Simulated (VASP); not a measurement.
Input of a VASP 6.6.1 run:

INCAR

```
ALGO     = Normal         # electronic algorithm
EDIFF    = 1E-7           # SCF threshold, eV
ENCUT    = 520            # plane-wave cutoff, eV
GGA      = PE             # functional
ISIF     = 2              # what is computed and relaxed
ISMEAR   = 0              # smearing method
LASPH    = T              # aspherical terms in the spheres
LCHARG   = F              # write CHGCAR
LREAL    = F              # projectors in reciprocal space
LWAVE    = F              # write WAVECAR
NBANDS   = 32             # bands
NELM     = 100            # most SCF steps
PREC     = Accurate       # precision mode
SIGMA    = 0.2            # smearing width, eV
```

The input KPOINTS:

```
k-points
0
Gamma
  4 4 4
```

The input POSCAR:

```
Ta4H3
1.0
    4.0870928590      0.0000000000      0.0000000000
    0.0000000000      4.0870928590      0.0000000000
    0.0000000000      0.0000000000      4.9556490417
Ta H
4 3
Direct
    0.2545607971      0.2545607971      0.2580113648
    0.7454392029      0.7454392029      0.2580113648
    0.7454392029      0.2545607971      0.7419886352
    0.2545607971      0.7454392029      0.7419886352
    0.0000000000      0.0000000000      0.0000000000
    0.0000000000      0.0000000000      0.5000000000
    0.5000000000      0.5000000000      0.0000000000
```

Potentials or basis: VASP PAW PBE potentials, release 64 (Ta_pv, H).

The run is started by

```console
$ cat potpaw_PBE.64/Ta_pv/POTCAR potpaw_PBE.64/H/POTCAR > POTCAR
$ mpirun -np 1 vasp_std > vasp.out
```

Question: Predict the largest force.

Answer: 0.045 eV/Å.

Question: Estimate the pressure.

Answer: 0.4 GPa.

Stress tensor (GPa, compression positive):
```
0.23 0.00 0.00
0.00 0.23 0.00
0.00 0.00 0.71
```

Caveat: the k points lie up to 0.38 Å⁻¹ apart.
